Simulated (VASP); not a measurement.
# Rh in VASP: single point with LDA

Aim: the single point of Rh with LDA.

All numbers are computed with VASP 6.6.1; they aren't measurements. Logs are shortened: lines on timing, memory, paths and dates and some standing lists are left out, and cuts for length are marked.

## Step 1: The cell of the first run

The cell holds a slab with vacuum, 6 atoms: a = 2.654 Å, b = 2.654 Å, c = 25.836 Å, α = 90.00°, β = 90.00°, γ = 120.00°.

## Step 2: Single point, LDA

File INCAR:

```
SYSTEM = Rh
PREC = Accurate
ENCUT = 520
EDIFF = 1E-6
ISMEAR = 0
SIGMA = 0.1
LREAL = .False.
LASPH = .True.
NELM = 100
ALGO = Fast
ISIF = 2
LWAVE = .False.
LCHARG = .True.
LDIPOL = .True.
IDIPOL = 3
DIPOL = 0.5 0.5 0.500
GGA = CA
LELF = .True.
LVHAR = .True.
LVACPOTAV = .True.
NBANDS = 54
```

File KPOINTS:

```
Automatic mesh
0
Gamma
  15 15 1
  0 0 0
```

File POSCAR:

```
Rh
1.0
    2.6542592381      0.0000000000      0.0000000000
   -1.3271296191      2.2986559284      0.0000000000
    0.0000000000      0.0000000000     25.8359679642
Rh
6
Direct
    0.6666666667      0.3333333333      0.2921448005
    0.3333333333      0.6666666667      0.3743461051
    0.0000000000      0.0000000000      0.4577298458
    0.6666666667      0.3333333333      0.5422701541
    0.3333333333      0.6666666667      0.6256538948
    0.0000000000      0.0000000000      0.7078551997
```

Potentials or basis: VASP PAW LDA potentials, release 64 (Rh_pv).

The run is started by

```
> cat potpaw_LDA.64/Rh_pv/POTCAR > POTCAR
> mpirun -np 1 vasp_std > vasp.out
```

OUTCAR:

```text
SYSTEM = Rh
   PREC = Accurate
   ENCUT = 520
   EDIFF = 1E-6
   ISMEAR = 0
   LREAL = .False.
   LASPH = .True.
   NELM = 100
   ISIF = 2
   GGA = CA

 ion  position               nearest neighbor table
   1  0.667  0.333  0.292-   2 2.62   2 2.62   2 2.62
   2  0.333  0.667  0.374-   1 2.62   1 2.62   1 2.62   3 2.64   3 2.64   3 2.64
   3  0.000  0.000  0.458-   2 2.64   2 2.64   2 2.64   4 2.67   4 2.67   4 2.67
   4  0.667  0.333  0.542-   5 2.64   5 2.64   5 2.64   3 2.67   3 2.67   3 2.67
   5  0.333  0.667  0.626-   6 2.62   6 2.62   6 2.62   4 2.64   4 2.64   4 2.64
   6  0.000  0.000  0.708-   5 2.62   5 2.62   5 2.62

  LATTYP: Found a hexagonal cell.
 ALAT       =     2.6542592381
 C/A-ratio  =     9.7337771659

  Lattice vectors:

 A1 = (   2.6542592381,   0.0000000000,   0.0000000000)
 A2 = (  -1.3271296191,   2.2986559284,   0.0000000000)
 A3 = (   0.0000000000,   0.0000000000,  25.8359679642)

Analysis of symmetry for initial positions (statically):
=====================================================================
 Subroutine PRICEL returns:
 Original cell was already a primitive cell.

 Routine SETGRP: Setting up the symmetry group for a
 hexagonal supercell.

 Subroutine GETGRP returns: Found 12 space group operations
 (whereof  6 operations were pure point group operations)
 out of a pool of 24 trial point group operations.

The static configuration has the point symmetry C_3v.
 The point group associated with its full space group is D_3d.

Analysis of symmetry for dynamics (positions and initial velocities):
=====================================================================
 Subroutine PRICEL returns:
 Original cell was already a primitive cell.

 Routine SETGRP: Setting up the symmetry group for a
 hexagonal supercell.

 Subroutine GETGRP returns: Found 12 space group operations
 (whereof  6 operations were pure point group operations)
 out of a pool of 24 trial point group operations.

The dynamic configuration has the point symmetry C_3v.
 The point group associated with its full space group is D_3d.

 Subroutine INISYM returns: Found 12 space group operations
 (whereof  6 operations are pure point group operations),
 and found     1 'primitive' translations

----------------------------------------------------------------------------------------

                                     Primitive cell

  volume of cell :     157.6312

  direct lattice vectors                    reciprocal lattice vectors
     2.654259238  0.000000000  0.000000000     0.376752951  0.217518418  0.000000000
    -1.327129619  2.298655928  0.000000000     0.000000000  0.435036835  0.000000000
     0.000000000  0.000000000 25.835967964     0.000000000  0.000000000  0.038705730

  length of vectors
     2.654259238  2.654259238 25.835967964     0.435036835  0.435036835  0.038705730

  position of ions in fractional coordinates (direct lattice)
     0.666666667  0.333333333  0.292144800
     0.333333333  0.666666667  0.374346105
     0.000000000  0.000000000  0.457729846
     0.666666667  0.333333333  0.542270154
     0.333333333  0.666666667  0.625653895
     0.000000000  0.000000000  0.707855200

  ion indices of the primitive-cell ions
   primitive index   ion index
                 1           1
                 2           2
                 3           3
                 4           4
                 5           5
                 6           6

----------------------------------------------------------------------------------------

 KPOINTS: Automatic mesh

Automatic generation of k-mesh.
 Grid dimensions read from file:
 generate k-points for:   15   15    1

 Generating k-lattice:

  Cartesian coordinates                     Fractional coordinates (reciprocal lattice)
     0.025116863  0.014501228  0.000000000     0.066666667  0.000000000  0.000000000
     0.000000000  0.029002456  0.000000000     0.000000000  0.066666667  0.000000000
     0.000000000  0.000000000  0.038705730     0.000000000  0.000000000  1.000000000

  Length of vectors
     0.029002456  0.029002456  0.038705730

  Shift w.r.t. Gamma in fractional coordinates (k-lattice)
     0.000000000  0.000000000  0.000000000

 Subroutine IBZKPT returns following result:
 ===========================================

 Found     27 irreducible k-points:

 Following reciprocal coordinates:
            Coordinates               Weight
  0.000000  0.000000  0.000000      1.000000
  0.066667  0.000000  0.000000      6.000000
  0.133333  0.000000  0.000000      6.000000
  0.200000  0.000000  0.000000      6.000000
  0.266667  0.000000  0.000000      6.000000
  0.333333  0.000000  0.000000      6.000000
[... 16 lines left out ...]
  0.333333  0.200000  0.000000     12.000000
  0.400000  0.200000  0.000000      6.000000
 [... further k-points ...]
   k-points           NKPTS =     27   k-points in BZ     NKDIM =     27   number of bands    NBANDS=     54
   number of dos      NEDOS =    301   number of ions     NIONS =      6
   total plane-waves  NPLWV =  76800
   dimension x,y,z NGX =    20 NGY =   20 NGZ =  192
   dimension x,y,z NGXF=    40 NGYF=   40 NGZF=  384
   ions per type =               6
   NGX,Y,Z   is equivalent  to a cutoff of  12.53, 12.53, 12.35 a.u.
   NGXF,Y,Z  is equivalent  to a cutoff of  25.05, 25.05, 24.71 a.u.
 SYSTEM =  Rh
   PREC   = accura    normal or accurate (medium, high low for compatibility)
   ISTART =      0    job   : 0-new  1-cont  2-samecut
   ICHARG =      2    charge: 1-file 2-atom 10-const
   ISPIN  =      1    spin polarized calculation?
   LNONCOLLINEAR =      F non collinear calculations
   LSORBIT =      F    spin-orbit coupling
   LASPH  =      T    aspherical Exc in radial PAW
   ENCUT  =  520.0 eV  38.22 Ry    6.18 a.u.   4.94  4.94 48.04*2*pi/ulx,y,z
   NELM   =    100;   NELMIN=  2; NELMDL= -5     # of ELM steps
   EDIFF  = 0.1E-05   stopping-criterion for ELM
   LREAL  =      F    real-space projection
   EDIFFG = 0.1E-04   stopping-criterion for IOM
   NSW    =      0    number of steps for IOM
   IBRION =     -1    ionic relax: 0-MD 1-quasi-New 2-CG
   NFREE  =      0    steps in history (QN), initial steepest desc. (CG)
   ISIF   =      2    stress and relaxation
   ISYM   =      2    0-nonsym 1-usesym 2-fastsym
   POTIM  = 0.5000    time-step for ionic-motion
   TEBEG  =    0.0;   TEEND  =   0.0 temperature during run
   PSTRESS=    0.0 pullay stress
   NELECT =      90.0000    total number of electrons
   NUPDOWN=      -1.0000    fix difference up-down
   EMIN   =  10.00;   EMAX   =-10.00  energy-range for DOS
   EFERMI =   0.00;   METHOD = LEGACY
   ISMEAR =     0;   SIGMA  =   0.10  broadening in eV -4-tet -1-fermi 0-gaus
   EFERMI_NEDOS =   21; number of points for ismear=-14 and -15
   IALGO  =     68    algorithm
   IMIX   =      4    mixing-type and parameters
     AMIX     =   0.40;   BMIX     =  1.00
     AMIX_MAG =   1.60;   BMIX_MAG =  1.00
  volume/ion in A,a.u.               =      26.27       177.29
  Fermi-wavevector in a.u.,A,eV,Ry     =   1.358131  2.566495 25.096215  1.844520
  Thomas-Fermi vector in A             =   2.484990
   LORBIT       =      0    0 simple, 1 ext, 2 COOP (PROOUT), +10 PAW based schemes
   GGA     = CA    functional components
   LHFCALC =     F    Hartree Fock is set to
   AEXX    =    0.0000 exact exchange contribution
   IVDW    =     0    specifies the selected vdW correction
   LEPSILON=     F    determine dielectric tensor
   LRPA    =     F    only Hartree local field effects (RPA)
 non-spin polarized calculation
 RMM-DIIS sequential band-by-band and
 Gauss-broadening in eV      SIGMA  =   0.10
  energy-cutoff  :      520.00
  volume of cell :      157.63
 maximum number of plane-waves:      4311
 NGX is ok and might be reduce to    20
   NGX =  9   NGY =  9   NGZ = 97

 dipolmoment           0.000000      0.000000     -0.000000 electrons x Angstroem

 number of electron      90.0000006 magnetization

 dipolmoment           0.000000      0.000000      0.000005 electrons x Angstroem

 Free energy of the ion-electron system (eV)
  ---------------------------------------------------
  ext. energy  EPLUGINS =         0.00000000
  ---------------------------------------------------
  free energy    TOTEN  =       -50.15724727 eV

  energy without entropy =      -50.11794578  energy(sigma->0) =      -50.13759653

 E-fermi :   3.5362     XC(G=0):  -8.1069

 val. band max:        3.5213210070   @ k =   0.4000   0.1333   0.0000
 cond. band min:       3.5413696466   @ k =   0.1333   0.0000   0.0000
 fundamental gap:      0.0200486396
 Fermi energy:         3.5362455486

 k-point     1 :       0.0000    0.0000    0.0000
  band No.  band energies     occupation
      1     -43.5342      2.00000
      2     -43.4066      2.00000
      3     -43.1214      2.00000
      4     -42.8608      2.00000
      5     -42.8608      2.00000
      6     -42.8568      2.00000
[... 46 lines left out ...]
     53       4.0997      0.00000
     54       4.4645      0.00000

 k-point     2 :       0.0667    0.0000    0.0000
  band No.  band energies     occupation
      1     -43.5238      2.00000
      2     -43.4006      2.00000
      3     -43.1244      2.00000
      4     -42.9038      2.00000
      5     -42.8831      2.00000
      6     -42.8687      2.00000
[... 46 lines left out ...]
     53       4.1117      0.00000
     54       4.9141      0.00000

 k-point     3 :       0.1333    0.0000    0.0000
  band No.  band energies     occupation
      1     -43.4942      2.00000
      2     -43.3846      2.00000
      3     -43.1402      2.00000
      4     -42.9935      2.00000
      5     -42.9528      2.00000
      6     -42.8909      2.00000
[... 46 lines left out ...]
     53       4.7165      0.00000
     54       5.9997      0.00000
[... 1084 lines left out ...]
 k-point    23 :       0.3333    0.2000    0.0000
  band No.  band energies     occupation
      1     -43.4771      2.00000
      2     -43.4576      2.00000
      3     -43.3907      2.00000
      4     -43.3841      2.00000
      5     -43.2370      2.00000
      6     -43.1891      2.00000
[... 46 lines left out ...]
     53      10.1636      0.00000
     54      11.1680      0.00000

 k-point    24 :       0.4000    0.2000    0.0000
  band No.  band energies     occupation
      1     -43.4921      2.00000
      2     -43.4689      2.00000
      3     -43.3973      2.00000
      4     -43.3945      2.00000
      5     -43.2195      2.00000
      6     -43.2099      2.00000
[... 46 lines left out ...]
     53      10.0219      0.00000
     54      10.3146      0.00000

 [... further k-points ...]

------------------------ aborting loop because EDIFF is reached ----------------------------------------

  FORCE on cell =-STRESS in cart. coord.  units (eV):
  Direction    XX          YY          ZZ          XY          YZ          ZX
  --------------------------------------------------------------------------------------
  -------------------------------------------------------------------------------------
  Total       -2.2372903     -2.2372903      0.3751817      0.0000000      0.0000000     -0.0000000
  in kB      -22.7400215    -22.7400215      3.8133811      0.0000000      0.0000000     -0.0000000
  external PRESSURE =     -13.8888873 kB  Pullay stress =       0.0000000 kB

 VOLUME and BASIS-vectors are now :
 -----------------------------------------------------------------------------
  energy-cutoff  :      520.00
  volume of cell :      157.63
      direct lattice vectors                 reciprocal lattice vectors
     2.654259238  0.000000000  0.000000000     0.376752951  0.217518418  0.000000000
    -1.327129619  2.298655928  0.000000000     0.000000000  0.435036835  0.000000000
     0.000000000  0.000000000 25.835967964     0.000000000  0.000000000  0.038705730

 POSITION                                       TOTAL-FORCE (eV/Angst)
 -----------------------------------------------------------------------------------
      1.32713      0.76622      7.54784         0.000000     -0.000000     -0.046312
     -0.00000      1.53244      9.67159         0.000000      0.000000      0.010279
      0.00000      0.00000     11.82589        -0.000000     -0.000000      0.007229
      1.32713      0.76622     14.01007        -0.000000     -0.000000     -0.007229
     -0.00000      1.53244     16.16437        -0.000000     -0.000000     -0.010279
      0.00000      0.00000     18.28812        -0.000000      0.000000      0.046312
 -----------------------------------------------------------------------------------
    total drift:                               -0.000000     -0.000000      0.000993

  FREE ENERGIE OF THE ION-ELECTRON SYSTEM (eV)
  ---------------------------------------------------
  free  energy   TOTEN  =       -50.1572472722 eV

  energy  without entropy=      -50.1179457801  energy(sigma->0) =      -50.13759653

 vacuum level on the upper side and lower side of the slab         9.063         9.063
```

Wall time 12 min (1 thread of Intel Xeon 8259CL, shared host); peak memory 0.3 GiB.

What came out:

| Property | Result |
| --- | --- |
| Free energy | -50.1572 eV |
| Largest force | 0.046 eV/Å |
| Band gap on the k mesh | zero (bands 45 and 46 overlap by 1.81 eV) |

Forces on the atoms (eV/Å):
```
Rh   0.000  0.000 -0.046
Rh   0.000  0.000  0.010
Rh   0.000  0.000  0.007
Rh   0.000  0.000 -0.007
Rh   0.000  0.000 -0.010
Rh   0.000  0.000  0.046
```

Levels at points of the mesh, in eV from the Fermi level:
| k point | band 42 | band 43 | band 44 | band 45 | band 46 | band 47 |
| --- | --- | --- | --- | --- | --- | --- |
| (0.00, 0.00, 0.00) | -1.10 | -1.10 | -1.09 | -1.09 | -0.83 | -0.83 |
